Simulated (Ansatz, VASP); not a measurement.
## CdSe in VASP and in Ansatz

INCAR

```
SYSTEM = CdSe
ALGO     = Normal         ! electronic algorithm
EDIFF    = 1E-6           ! SCF threshold, eV
ENCUT    = 520            ! plane-wave cutoff, eV
GGA      = PE             ! functional
ISIF     = 2              ! what is computed and relaxed
ISMEAR   = 0              ! smearing method
LASPH    = .True.         ! aspherical terms in the spheres
LCHARG   = .False.        ! write CHGCAR
LREAL    = .False.        ! projectors in reciprocal space
LWAVE    = .False.        ! write WAVECAR
NBANDS   = 26             ! bands
NELM     = 100            ! most SCF steps
PREC     = Accurate       ! precision mode
SIGMA    = 0.02           ! smearing width, eV
```

The input KPOINTS:

```
k-points
0
Gamma
  9 9 6
  0 0 0
```

POSCAR

```
CdSe
1.0
    4.3825548697      0.0000000000      0.0000000000
   -2.1912774349      3.7954038507      0.0000000000
    0.0000000000      0.0000000000      7.1556282808
Cd Se
2 2
Direct
    0.3333333333      0.6666666667      0.0046130448
    0.6666666667      0.3333333333      0.5046130448
    0.3333333333      0.6666666667      0.3803869552
    0.6666666667      0.3333333333      0.8803869552
```

Input for Ansatz:

```yaml
crystal:
  lattice:
    - [4.3825548697, 0.0, 0.0]
    - [-2.1912774349, 3.7954038507, 0.0]
    - [0.0, 0.0, 7.1556282808]
  atoms:
    - { symbol: Cd, position: [0.3333333333, 0.6666666667, 0.0046130448] }
    - { symbol: Cd, position: [0.6666666667, 0.3333333333, 0.5046130448] }
    - { symbol: Se, position: [0.3333333333, 0.6666666667, 0.3803869552] }
    - { symbol: Se, position: [0.6666666667, 0.3333333333, 0.8803869552] }
basis:
  ecutwfc: 420
kpoints:
  mp_grid: { grid: [9, 9, 6] }
hamiltonian:
  xc: pbe
scf:
  occupations: { method: gaussian, width: 0.02 }
  n_extra_bands: 16
output:
  forces: false
  stress: false
  eigenvalues: true
  optics: { e_range: [0, 14], sigma: 0.1, nscf_kmesh: { grid: [14, 14, 9] } }
checkpoint:
  read: start.run
  write: ck
  compress: false
  write_wavefunctions: false
  write_every: 100000
```

Alike in both runs: task single point; functional PBE; k mesh 9 × 9 × 6; occupations gaussian, width 0.02 eV; no spin polarisation.

|  | VASP | Ansatz |
| --- | --- | --- |
| version | VASP 6.6.1 | Ansatz 0.2.0 |
| potentials or method | VASP PAW PBE potentials, release 64 (Cd, Se), cutoff 520 eV | scalar-relativistic, plane waves, PAW |
| valence electrons in the cell | 36 | 72 |

```tsv
	VASP	Ansatz	Ansatz less VASP
gap on the k mesh at the Fermi level (eV)	0.54	0.54	+0.002
least direct gap on the mesh (eV)	0.54	0.54	+0.002
```

VASP's potentials hold 36 valence electrons a cell and Ansatz's 72, so a difference there can come from the potentials and not from the codes.
